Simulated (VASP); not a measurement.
# GaN (P6_3mc) in VASP: notebook, part 2 of 2

VASP 6.6.1. Earlier steps stand in the parts before.

## 3. Relaxation of shape and atoms at fixed volume, PBE (10.70 Å³/atom)

This run uses another cell than the first one, of 10.70 Å³/atom.

INCAR reads:

```
SYSTEM = GaN
PREC = Accurate ; ENCUT = 600
EDIFF = 1E-7 ; ISMEAR = 0
SIGMA = 0.02 ; LREAL = .FALSE.
LASPH = .TRUE. ; NELM = 80
ALGO = Normal ; ISIF = 4
LWAVE = .FALSE. ; LCHARG = .FALSE.
GGA = PE ; IBRION = 2
NSW = 50 ; EDIFFG = -0.01
```

KPOINTS reads:

```
regular mesh
0
G
  12 12 6
  0 0 0
```

POSCAR reads:

```
GaN
1.0
    3.1187177663      0.0000000000      0.0000000000
   -1.5593588832      2.7008888129      0.0000000000
    0.0000000000      0.0000000000      5.0811201406
Ga N
2 2
Direct
    0.3333333333      0.6666666667     -0.0008303351
    0.6666666667      0.3333333333      0.4991696649
    0.3333333333      0.6666666667      0.3758303351
    0.6666666667      0.3333333333      0.8758303351
```

Potentials or basis: VASP PAW PBE potentials, release 64 (Ga_d, N).

On the command line:

```bash
$ cat potpaw_PBE.64/Ga_d/POTCAR potpaw_PBE.64/N/POTCAR > POTCAR
$ mpirun -np 1 vasp_std > vasp.out
```

OUTCAR:

```text
SYSTEM = GaN
   PREC = Accurate
   ENCUT = 600
   EDIFF = 1E-7
   ISMEAR = 0
   LREAL = .FALSE.
   LASPH = .TRUE.
   NELM = 80
   ISIF = 4
   GGA = PE
   IBRION = 2
   NSW = 50
   EDIFFG = -0.01

 ion  position               nearest neighbor table
   1  0.333  0.667  0.999-   4 1.91   4 1.91   4 1.91   3 1.91
   2  0.667  0.333  0.499-   3 1.91   3 1.91   3 1.91   4 1.91
   3  0.333  0.667  0.376-   2 1.91   2 1.91   2 1.91   1 1.91
   4  0.667  0.333  0.876-   1 1.91   1 1.91   1 1.91   2 1.91

  LATTYP: Found a hexagonal cell.
 ALAT       =     3.1187177663
 C/A-ratio  =     1.6292337176

  Lattice vectors:

 A1 = (   3.1187177663,   0.0000000000,   0.0000000000)
 A2 = (  -1.5593588832,   2.7008888129,   0.0000000000)
 A3 = (   0.0000000000,   0.0000000000,   5.0811201406)

Analysis of symmetry for initial positions (statically):
=====================================================================
 Subroutine PRICEL returns:
 Original cell was already a primitive cell.

 Routine SETGRP: Setting up the symmetry group for a
 hexagonal supercell.

 Subroutine GETGRP returns: Found 12 space group operations
 (whereof  6 operations were pure point group operations)
 out of a pool of 24 trial point group operations.

The static configuration has the point symmetry C_3v.
 The point group associated with its full space group is C_6v.

Analysis of symmetry for dynamics (positions and initial velocities):
=====================================================================
 Subroutine PRICEL returns:
 Original cell was already a primitive cell.

 Routine SETGRP: Setting up the symmetry group for a
 hexagonal supercell.

 Subroutine GETGRP returns: Found 12 space group operations
 (whereof  6 operations were pure point group operations)
 out of a pool of 24 trial point group operations.

The dynamic configuration has the point symmetry C_3v.
 The point group associated with its full space group is C_6v.
[... 129 lines left out ...]
   LHFCALC =     F    Hartree Fock is set to
   AEXX    =    0.0000 exact exchange contribution
   IVDW    =     0    specifies the selected vdW correction
   LEPSILON=     F    determine dielectric tensor
   LRPA    =     F    only Hartree local field effects (RPA)
 conjugate gradient relaxation of ions
 non-spin polarized calculation
 Gauss-broadening in eV      SIGMA  =   0.02
  energy-cutoff  :      600.00
  volume of cell :       42.80
 maximum number of plane-waves:      1454
 NGX is ok and might be reduce to    28
   NGX = 13   NGY = 13   NGZ = 21

--------------------------------------- Ionic step        1  -------------------------------------------

 number of electron      36.0000000 magnetization

 Free energy of the ion-electron system (eV)
  ---------------------------------------------------
  ext. energy  EPLUGINS =         0.00000000
  ---------------------------------------------------
  free energy    TOTEN  =       -24.08521849 eV

  energy without entropy =      -24.08521849  energy(sigma->0) =      -24.08521849

------------------------ aborting loop because EDIFF is reached ----------------------------------------

  FORCE on cell =-STRESS in cart. coord.  units (eV):
  Direction    XX          YY          ZZ          XY          YZ          ZX
  --------------------------------------------------------------------------------------
  -------------------------------------------------------------------------------------
  Total        5.2882430      5.2882430      5.2706424     -0.0000000      0.0000000      0.0000000
  in kB      197.9610463    197.9610464    197.3021823     -0.0000000      0.0000000      0.0000000
  external PRESSURE =     197.7414250 kB  Pullay stress =       0.0000000 kB
[... 63 lines left out ...]
--------------------------------------- Ionic step        3  -------------------------------------------

 number of electron      36.0000001 magnetization

 Free energy of the ion-electron system (eV)
  ---------------------------------------------------
  ext. energy  EPLUGINS =         0.00000000
  ---------------------------------------------------
  free energy    TOTEN  =       -24.08523363 eV

  energy without entropy =      -24.08523363  energy(sigma->0) =      -24.08523363

 E-fermi :   6.1878     XC(G=0): -12.0240

 val. band max:        6.0564271295   @ k =   0.0000   0.0000   0.0000
 cond. band min:       8.4052901944   @ k =   0.0000   0.0000   0.0000
 fundamental gap:      2.3488630649
 Fermi energy:         6.1878347287

 k-point     1 :       0.0000    0.0000    0.0000
  band No.  band energies     occupation
      1     -10.5081      2.00000
      2      -9.3723      2.00000
      3      -7.4523      2.00000
      4      -7.4343      2.00000
      5      -7.4343      2.00000
      6      -7.3591      2.00000
[... 589 lines left out ...]
     21      13.3895      0.00000
     22      14.7579      0.00000

 [... further k-points ...]

------------------------ aborting loop because EDIFF is reached ----------------------------------------

  FORCE on cell =-STRESS in cart. coord.  units (eV):
  Direction    XX          YY          ZZ          XY          YZ          ZX
  --------------------------------------------------------------------------------------
  -------------------------------------------------------------------------------------
  Total        5.2702666      5.2702666      5.3069092     -0.0000000      0.0000000      0.0000000
  in kB      197.2881133    197.2881133    198.6598017     -0.0000000      0.0000000      0.0000000
  external PRESSURE =     197.7453427 kB  Pullay stress =       0.0000000 kB
[... 19 lines left out ...]
  FREE ENERGIE OF THE ION-ELECTRON SYSTEM (eV)
  ---------------------------------------------------
  free  energy   TOTEN  =       -24.0852336259 eV

  energy  without entropy=      -24.0852336259  energy(sigma->0) =      -24.08523363

 reached required accuracy - stopping structural energy minimisation
```

OSZICAR:

```text
N       E                     dE             d eps       ncg     rms          rms(c)
DAV:   1     0.298754359336E+03    0.29875E+03   -0.20196E+04  3492   0.339E+03
DAV:   2     0.116627707029E+02   -0.28709E+03   -0.27759E+03  3618   0.575E+02
[... 21 lines left out ...]
       N       E                     dE             d eps       ncg     rms          rms(c)
DAV:   1    -0.240852284918E+02   -0.32073E-05   -0.18810E-03  3344   0.339E-01    0.913E-03
DAV:   2    -0.240852345304E+02   -0.60386E-05   -0.79728E-05  3842   0.928E-02    0.561E-03
DAV:   3    -0.240852337681E+02    0.76232E-06   -0.33810E-06  4682   0.203E-02    0.248E-03
DAV:   4    -0.240852336154E+02    0.15265E-06   -0.86355E-07  4556   0.106E-02    0.657E-04
DAV:   5    -0.240852336259E+02   -0.10492E-07   -0.17572E-07  2380   0.433E-03
   3 F= -.24085234E+02 E0= -.24085234E+02  d E =-.151335E-04
```

Run time: 4.1 min. Hardware: 1 thread of Intel Xeon Platinum 8259CL at 2.50GHz (Skylake/Cascade Lake), shared host; peak memory 0.23 GiB.

Results:

```yaml
Free_energy: -24.0852 eV
Energy_gained_by_relaxing: 0.0 meV/atom
Ionic_steps: 3
Pressure_after_relaxing: 19.8 GPa
Band_gap_on_the_k_mesh: 2.35 eV
```

Stress tensor (GPa, compression positive):
```
19.73  0.00  0.00
 0.00 19.73  0.00
 0.00  0.00 19.87
```

Final structure:
```
Ga N
1.0
     3.11884    0.00000    0.00000
    -1.55942    2.70100    0.00000
     0.00000    0.00000    5.08071
Ga N
2 2
Direct
  0.33333 0.66667 0.99926
  0.66667 0.33333 0.49926
  0.33333 0.66667 0.37574
  0.66667 0.33333 0.87574
```

## 4. Relaxation of shape and atoms at fixed volume, PBE (11.05 Å³/atom)

This run uses another cell than the first one, of 11.05 Å³/atom.

INCAR reads:

```
SYSTEM = GaN
ALGO     = Normal         ! electronic algorithm
EDIFF    = 1E-6           ! SCF threshold, eV
EDIFFG   = -0.01          ! ionic threshold
ENCUT    = 600            ! plane-wave cutoff, eV
GGA      = PE             ! functional
IBRION   = 2              ! ionic algorithm
ISIF     = 4              ! what is computed and relaxed
ISMEAR   = 0              ! smearing method
LASPH    = .TRUE.         ! aspherical terms in the spheres
LCHARG   = .FALSE.        ! write CHGCAR
LREAL    = .FALSE.        ! projectors in reciprocal space
LWAVE    = .FALSE.        ! write WAVECAR
NELM     = 60             ! most SCF steps
NSW      = 50             ! ionic steps
PREC     = Accurate       ! precision mode
SIGMA    = 0.02           ! smearing width, eV
```

KPOINTS reads:

```
k-points
0
G
  12 12 6
  0 0 0
```

POSCAR reads:

```
GaN
1.0
    3.1527282460      0.0000000000      0.0000000000
   -1.5763641230      2.7303427523      0.0000000000
    0.0000000000      0.0000000000      5.1359998005
Ga N
2 2
Direct
    0.3333333333      0.6666666667     -0.0008683129
    0.6666666667      0.3333333333      0.4991316871
    0.3333333333      0.6666666667      0.3758683129
    0.6666666667      0.3333333333      0.8758683129
```

On the command line:

```bash
$ cat potpaw_PBE.64/Ga_d/POTCAR potpaw_PBE.64/N/POTCAR > POTCAR
$ mpirun -np 1 vasp_std > vasp.out
```

It took 2.7 min on 1 thread of Intel Xeon Platinum 8259CL at 2.50GHz (Skylake/Cascade Lake), shared host; peak memory 0.23 GiB.

The run converged. Its results:

| Item | Value |
| --- | --- |
| Free energy | -24.2267 eV |
| Energy gained by relaxing | 0.0 meV/atom |
| Ionic steps | 2 |
| Pressure after relaxing | 12.1 GPa |
| Largest force after relaxing | 0.005 eV/Å |
| Band gap on the k mesh | 2.13 eV |

Forces in eV/Å, atoms in the order of the input:
```
Ga   0.000  0.000 -0.005
Ga   0.000  0.000 -0.005
N    0.000  0.000  0.005
N    0.000  0.000  0.005
```

Stress tensor (GPa, compression positive):
```
12.01  0.00  0.00
 0.00 12.01  0.00
 0.00  0.00 12.16
```

Final structure:
```yaml
crystal:
  lattice:
    - [3.15286, 0.00000, 0.00000]
    - [-1.57643, 2.73046, 0.00000]
    - [0.00000, 0.00000, 5.13557]
  atoms:
    - { symbol: Ga, position: [0.33333, 0.66667, 0.99925] }
    - { symbol: Ga, position: [0.66667, 0.33333, 0.49925] }
    - { symbol: N, position: [0.33333, 0.66667, 0.37575] }
    - { symbol: N, position: [0.66667, 0.33333, 0.87575] }
```

Levels at points of the mesh, in eV from the valence-band top:
| k point | band 16 | band 17 | band 18 | band 19 | band 20 | band 21 |
| --- | --- | --- | --- | --- | --- | --- |
| (0.00, 0.00, 0.00) | -0.05 | 0.00 | 0.00 | 2.13 | 4.47 | 9.38 |
| (0.50, 0.00, 0.00) | -2.86 | -2.30 | -1.04 | 5.16 | 5.75 | 6.14 |
| (0.00, 0.00, 0.50) | -0.55 | -0.55 | -0.55 | 4.46 | 4.46 | 8.64 |
| (0.50, 0.00, 0.50) | -2.02 | -1.96 | -1.96 | 4.51 | 4.51 | 7.97 |

## 5. Relaxation of shape and atoms at fixed volume, PBE (11.41 Å³/atom)

This run uses another cell than the first one, of 11.41 Å³/atom.

INCAR reads:

```
SYSTEM = GaN
PREC = Accurate
ENCUT = 600
EDIFF = 1E-6
ISMEAR = 0
SIGMA = 0.02
LREAL = .FALSE.
LASPH = .TRUE.
NELM = 80
ALGO = Normal
ISIF = 4
LWAVE = .FALSE.
LCHARG = .FALSE.
GGA = PE
IBRION = 2
NSW = 50
EDIFFG = -0.01
```

KPOINTS reads:

```
Automatic mesh
0
G
  12 12 6
  0 0 0
```

POSCAR reads:

```
GaN
1.0
    3.1859172981      0.0000000000      0.0000000000
   -1.5929586490      2.7590853145      0.0000000000
    0.0000000000      0.0000000000      5.1900669295
Ga N
2 2
Direct
    0.3333333333      0.6666666667     -0.0008683129
    0.6666666667      0.3333333333      0.4991316871
    0.3333333333      0.6666666667      0.3758683129
    0.6666666667      0.3333333333      0.8758683129
```

On the command line:

```bash
$ cat potpaw_PBE.64/Ga_d/POTCAR potpaw_PBE.64/N/POTCAR > POTCAR
$ mpirun -np 1 vasp_std > vasp.out
```

Wall time 1.7 min (1 thread of Intel Xeon Platinum 8259CL at 2.50GHz (Skylake/Cascade Lake), shared host); peak memory 0.23 GiB.

It converged, with:

- Free energy: -24.3054 eV
- Pressure after relaxing: 5.5 GPa
- Largest force after relaxing: 0.006 eV/Å
- Band gap on the k mesh: 1.92 eV

Forces on the atoms (eV/Å):
```
Ga   0.000  0.000  0.006
Ga   0.000  0.000  0.006
N    0.000  0.000 -0.006
N    0.000  0.000 -0.006
```

Final structure:
```
Ga N
1.0
     3.18592    0.00000    0.00000
    -1.59296    2.75909    0.00000
     0.00000    0.00000    5.19007
Ga N
2 2
Direct
  0.33333 0.66667 0.99913
  0.66667 0.33333 0.49913
  0.33333 0.66667 0.37587
  0.66667 0.33333 0.87587
```

Levels at points of the mesh, in eV from the valence-band top:
| k point | band 14 | band 15 | band 16 | band 17 | band 18 | band 19 | band 20 | band 21 | band 22 |
| --- | --- | --- | --- | --- | --- | --- | --- | --- | --- |
| (0.00, 0.00, 0.00) | -1.03 | -1.03 | -0.04 | 0.00 | 0.00 | 1.92 | 4.26 | 9.20 | 9.90 |
| (0.50, 0.00, 0.00) | -5.29 | -4.20 | -2.74 | -2.20 | -1.00 | 5.07 | 5.57 | 6.05 | 8.60 |
| (0.00, 0.00, 0.50) | -3.84 | -0.53 | -0.53 | -0.53 | -0.53 | 4.26 | 4.26 | 8.47 | 8.47 |
| (0.50, 0.00, 0.50) | -6.60 | -1.94 | -1.94 | -1.89 | -1.89 | 4.41 | 4.41 | 7.77 | 7.77 |

Caveat: the relaxation stopped at its first step, so nothing moved.

## 6. Relaxation of shape and atoms at fixed volume, PBE (12.11 Å³/atom)

This run uses another cell than the first one, of 12.11 Å³/atom.

INCAR reads:

```
SYSTEM = GaN
PREC = Accurate
ENCUT = 600
EDIFF = 1E-6
ISMEAR = 0
SIGMA = 0.02
LREAL = .False.
LASPH = .True.
NELM = 100
ALGO = Normal
ISIF = 4
LWAVE = .False.
LCHARG = .False.
GGA = PE
IBRION = 2
NSW = 50
EDIFFG = -0.01
```

KPOINTS reads:

```
Automatic mesh
0
Gamma
  12 12 6
  0 0 0
```

POSCAR reads:

```
GaN
1.0
    3.2502966090      0.0000000000      0.0000000000
   -1.6251483045      2.8148394332      0.0000000000
    0.0000000000      0.0000000000      5.2949450230
Ga N
2 2
Direct
    0.3333333333      0.6666666667     -0.0008683129
    0.6666666667      0.3333333333      0.4991316871
    0.3333333333      0.6666666667      0.3758683129
    0.6666666667      0.3333333333      0.8758683129
```

Potentials or basis: VASP PAW PBE potentials, release 64 (Ga_d, N).

On the command line:

```bash
$ cat potpaw_PBE.64/Ga_d/POTCAR potpaw_PBE.64/N/POTCAR > POTCAR
$ mpirun -np 1 vasp_std > vasp.out
```

Wall time 1.8 min (1 thread of Intel Xeon Platinum 8259CL at 2.50GHz (Skylake/Cascade Lake), shared host); peak memory 0.23 GiB.

The run converged. Its results:

- Free energy: -24.3111 eV
- Pressure after relaxing: -4.8 GPa
- Largest force after relaxing: 0.004 eV/Å
- Band gap on the k mesh: 1.52 eV

Forces on the atoms (eV/Å):
```
Ga   0.000  0.000 -0.004
Ga   0.000  0.000 -0.004
N    0.000  0.000  0.004
N    0.000  0.000  0.004
```

Stress tensor (GPa, compression positive):
```
-4.81  0.00  0.00
 0.00 -4.81  0.00
 0.00  0.00 -4.73
```

Final structure:
```cif
data_structure
_symmetry_space_group_name_H-M 'P 1'
_symmetry_Int_Tables_number 1
_cell_length_a 3.2503
_cell_length_b 3.2503
_cell_length_c 5.2949
_cell_angle_alpha 90.000
_cell_angle_beta 90.000
_cell_angle_gamma 120.000
_cell_volume 48.44
loop_
_atom_site_label
_atom_site_type_symbol
_atom_site_fract_x
_atom_site_fract_y
_atom_site_fract_z
_atom_site_occupancy
Ga1 Ga 0.33333 0.66667 0.99913 1
Ga2 Ga 0.66667 0.33333 0.49913 1
N1 N 0.33333 0.66667 0.37587 1
N2 N 0.66667 0.33333 0.87587 1
```

Levels at points of the mesh, in eV from the valence-band top:
| k point | band 15 | band 16 | band 17 | band 18 | band 19 | band 20 | band 21 | band 22 |
| --- | --- | --- | --- | --- | --- | --- | --- | --- |
| (0.00, 0.00, 0.00) | -0.96 | -0.03 | 0.00 | 0.00 | 1.52 | 3.88 | 8.85 | 9.56 |
| (0.50, 0.00, 0.00) | -3.94 | -2.54 | -2.03 | -0.93 | 4.89 | 5.18 | 5.91 | 8.11 |
| (0.00, 0.00, 0.50) | -0.49 | -0.49 | -0.49 | -0.49 | 3.87 | 3.87 | 8.16 | 8.16 |
| (0.50, 0.00, 0.50) | -1.80 | -1.80 | -1.77 | -1.77 | 4.21 | 4.21 | 7.39 | 7.39 |

Caveat: the relaxation stopped at its first step, so nothing moved.

## 7. Overview

| task | cell | smearing | gap on the mesh (eV) | pressure (GPa) |
| --- | --- | --- | --- | --- |
| relaxation of cell and atoms | relaxed to 8 GPa from a = 3.200, b = 3.200, c = 5.214 Å, angles 90.0, 90.0, 120.0°, 4 atoms | gaussian 0.01 eV | 2.00 | 8.0 |
| relaxation of shape and atoms at fixed volume | relaxed from a = 3.119, b = 3.119, c = 5.081 Å, angles 90.0, 90.0, 120.0°, 4 atoms | gaussian 0.02 eV | 2.35 | 19.8 |
| relaxation of shape and atoms at fixed volume | relaxed from a = 3.153, b = 3.153, c = 5.136 Å, angles 90.0, 90.0, 120.0°, 4 atoms | gaussian 0.02 eV | 2.13 | 12.1 |
| relaxation of shape and atoms at fixed volume | relaxed from a = 3.186, b = 3.186, c = 5.190 Å, angles 90.0, 90.0, 120.0°, 4 atoms | gaussian 0.02 eV | 1.92 | 5.5 |
| relaxation of shape and atoms at fixed volume | relaxed from a = 3.250, b = 3.250, c = 5.295 Å, angles 90.0, 90.0, 120.0°, 4 atoms | gaussian 0.02 eV | 1.52 | -4.8 |

Alike in all rows: level PBE; potentials or basis VASP PAW PBE potentials, release 64 (Ga_d, N); no spin polarisation; k mesh 12 × 12 × 6; cutoff (eV) 600.

Caveats: the relaxation stopped at its first step, so nothing moved (at least some runs); the cell is relaxed towards a set pressure, so the run minimises the enthalpy, not the energy (at least some runs).

Absolute energies hang on the potentials; compare differences alone.
